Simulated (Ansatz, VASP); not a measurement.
**One calculation of Si2GeC3, two programs**

```
CELL_PARAMETERS angstrom
2.80792 0.00000 0.00000
0.00000 2.80792 0.00000
0.00000 0.00000 8.80419
ATOMIC_POSITIONS crystal
Si 0.00000 0.00000 0.27910
Si 0.00000 0.00000 0.72090
Ge 0.00000 0.00000 0.00000
C 0.50000 0.50000 0.34349
C 0.50000 0.50000 0.50000
C 0.50000 0.50000 0.65651
```

Change from the starting cell: species swapped into the Al3Ni2Pt type (P4/mmm, No. 123).

Alike in both runs: functional PBE; k mesh 14 × 14 × 4; occupations gaussian, width 0.1 eV; no spin polarisation.

Ansatz relaxed the structure, and its values are those at the end. VASP's run is a single point on that final structure, the one shown.

|  | VASP | Ansatz |
| --- | --- | --- |
| version | VASP 6.6.1 | Ansatz 0.2.0 |
| potentials or method | VASP PAW PBE potentials, release 64 (Si, Ge_d, C), cutoff 520 eV | scalar-relativistic, plane waves, PAW |
| valence electrons in the cell | 34 | 34 |

Ansatz gave:

| Item | Value |
| --- | --- |
| gap on the k mesh at the Fermi level (eV) | none |
| pressure (GPa) | 0.0 |
| rms of the force components (eV/Å) | 0.000 |

Question: Estimate VASP's values.

Answer: gap on the k mesh at the Fermi level (eV): none; pressure (GPa): 0.1; rms of the force components (eV/Å): 0.011.

A gap of «none» marks a metal or a gap that the smearing closes.
